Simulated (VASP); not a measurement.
A run of VASP 6.6.1 is set up as follows.

File INCAR:

```
PREC = Accurate
ENCUT = 400
EDIFF = 1E-6
ISMEAR = -1
SIGMA = 0.1034
LREAL = Auto
LASPH = T
NELM = 120
ALGO = Normal
ISIF = 2
LWAVE = F
LCHARG = T
GGA = PE
LELF = T
LVHAR = T
ISYM = -1
NBANDS = 99
GGA_COMPAT = F
```

Contents of KPOINTS:

```
explicit points
1
Reciprocal
  0.25000000   0.25000000   0.25000000 1
```

POSCAR

```
Hf11Si13
1.0
    7.7410930000     -0.0769270000      0.2103670000
   -0.0769270000      7.9026600000      0.0117030000
    0.2103670000      0.0117030000      7.8669780000
Si Hf
13 11
Direct
    0.5489436947      0.0043331461      0.7583705777
    0.9349991078      0.3213954685      0.2097379390
    0.7537991882      0.9244560505      0.5220591207
    0.1337846400      0.5438950799      0.6577594246
    0.7191532940      1.0001852007      0.0744875239
    0.8340725320      0.6041386146      0.7660970235
    0.7266026579      0.3449608617      0.6488044967
    0.2781710820      0.2279125506      0.2545048077
    0.0784981822      0.4144309926      0.9303940455
    0.5737054571      0.6223087918      0.1725748342
    0.9342485771      0.1528866357      0.6171785020
   -0.0009014564      0.0880688760      0.9432854606
    0.4960766439      0.5085343084      0.5035418261
    0.4480654037      0.8703053551      0.4430496236
    0.2951606058      0.2464802647      0.6597531340
    0.9165260461      0.7042113330      0.0595459629
    0.0261343105      0.9574039023      0.3182014372
    0.2408176007      0.5463182622      0.3135006048
    0.0970106509      0.8544051711      0.6818053968
    0.8595557499      0.6140258426      0.4260086772
    0.3470433479     -0.0100292260      0.0019283013
    0.6058713930      0.2353413387      0.3513017900
    0.4517219653      0.6554727245      0.7659176889
    0.6307659119      0.3575685752      0.9751391249
```

Potentials or basis: VASP PAW PBE potentials, release 64 (Si, Hf_pv).

Run with:

```console
$ cat potpaw_PBE.64/Si/POTCAR potpaw_PBE.64/Hf_pv/POTCAR > POTCAR
$ mpirun -np 1 vasp_std > vasp.out
```

Estimate the pressure.

-4.2 GPa.

What does it give for the largest force?

3.041 eV/Å.

Stress tensor (GPa, compression positive):
```
-7.65 -0.19 -1.86
-0.19 -4.23  2.05
-1.86  2.05 -0.76
```

Caveat: the atoms stand as in a frame of molecular dynamics.
